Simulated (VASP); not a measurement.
Runs of VASP 6.6.1 on MoS2. The structure is that of space group P-3m1 (No. 164), or close to it. The cells are those of the table. 

```tsv
cell	gap on the mesh (eV)	pressure (GPa)	largest force (eV/Å)
a = 3.270, b = 3.270, c = 6.396 Å, angles 90.0, 90.0, 120.0°, 3 atoms	none	-7.9	0.57
a = 3.162, b = 3.162, c = 6.184 Å, angles 90.0, 90.0, 120.0°, 3 atoms	none	5.6	1.08
a = 3.206, b = 3.206, c = 6.270 Å, angles 90.0, 90.0, 120.0°, 3 atoms	none	(b)	(a)
a = 3.227, b = 3.227, c = 6.312 Å, angles 90.0, 90.0, 120.0°, 3 atoms	none	(c)	0.01
a = 3.249, b = 3.249, c = 6.354 Å, angles 90.0, 90.0, 120.0°, 3 atoms	none	-5.8	0.29
```

Alike in all rows: task single point; level PBEsol; potentials or basis VASP PAW PBE potentials, release 64 (Mo_sv, S); no spin polarisation; k mesh 8 × 8 × 4; cutoff (eV) 520; smearing gaussian 0.1 eV.

Problem. Fill in the values left out.

Solution. (a) 0.34; (b) -0.7; (c) -3.4.

Caveats: the PAW data sets were made with another functional, which shifts forces and pressure a little; this functional lacks dispersion, which binds the layers, so the pressure and a relaxed spacing across them are unreliable.

A k mesh can miss the band edges, and the runs leave out spin-orbit coupling on Mo.

A gap of «none» marks levels without a gap at the run's occupations.
